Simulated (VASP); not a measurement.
**AlAs (r.b): single point with r2SCAN+rVV10**

Crystal: AlAs (r.b).

```xyz
2
Lattice="0.0000 2.8315 2.8315 2.8315 0.0000 2.8315 2.8315 2.8315 0.0000" Properties=species:S:1:pos:R:3 pbc="T T T"
Al    0.0000    0.0000    0.0000
As    1.4158    1.4158    1.4158
```

```
Program                : VASP 6.6.1
Task                   : single point
Functional             : r2SCAN
Dispersion             : rVV10
Potentials or basis    : VASP PAW PBE potentials, release 64 (Al, As)
Cutoff                 : 550 eV
k mesh                 : 8 × 8 × 8
Occupations            : gaussian, width 0.02 eV
Spin                   : no spin polarisation
Dipole correction      : no
Further INCAR settings : ALGO = Normal; EDIFF = 1e-06; NBANDS = 11
```

```
Pressure               : 0.1 GPa
Band gap on the k mesh : 1.74 eV, indirect (least direct gap 2.67 eV)
```

Levels at points of the mesh, in eV from the valence-band top:
| k point | band 1 | band 2 | band 3 | band 4 | band 5 | band 6 | band 7 | band 8 | band 9 |
| --- | --- | --- | --- | --- | --- | --- | --- | --- | --- |
| (0.00, 0.00, 0.00) | -12.32 | 0.00 | 0.00 | 0.00 | 2.67 | 4.69 | 4.69 | 4.69 | 9.51 |
| (0.50, 0.00, 0.00) | -10.83 | -5.71 | -0.85 | -0.85 | 2.62 | 5.08 | 5.08 | 8.32 | 12.01 |
| (0.50, 0.50, 0.00) | -10.25 | -5.55 | -2.25 | -2.25 | 1.74 | 2.65 | 11.16 | 11.16 | 12.66 |

Run time: 84 s on 1 thread of Intel Xeon 6975P-C, on a shared host, peak memory 0.32 GiB.

Caveat: the PAW data sets were made with another functional, which shifts forces and pressure a little. A k mesh can miss the band edges.
